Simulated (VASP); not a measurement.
KF (Carobbiite):

```
K F
1.0
     0.00000    2.67185    2.67185
     2.67185    0.00000    2.67185
     2.67185    2.67185    0.00000
K F
1 1
Direct
  0.00000 0.00000 0.00000
  0.50000 0.50000 0.50000
```

Base run:

- Program: VASP 6.6.1
- Functional: PBEsol
- Potentials or basis: VASP PAW PBE potentials, release 64 (K_sv, F)
- Cutoff: 520 eV
- k mesh: 9 × 9 × 9
- Occupations: fermi-dirac, width 0.05 eV
- Spin: no spin polarisation

Its results: band gap on the k mesh 6.03 eV, direct; pressure -0.6 GPa.

**Question.** After a change of settings the same cell gave: band gap on the k mesh 6.50 eV, direct; pressure 4.1 GPa. Which change was it?
A. k mesh from 9 × 9 × 9 to 6 × 6 × 6
B. functional from PBEsol to RPBE; occupations from fermi-dirac, width 0.05 eV to gaussian, width 0.02 eV
C. functional from PBEsol to PBE; k mesh from 9 × 9 × 9 to 6 × 6 × 6
D. functional from PBEsol to PBE; further incar settings from ALGO = Normal; EDIFF = 1e-06; NBANDS = 15 to ALGO = Normal; EDIFF = 1e-07; NBANDS = 15

**Answer.** B.

Caveats: the PAW data sets were made with another functional, which shifts forces and pressure a little.
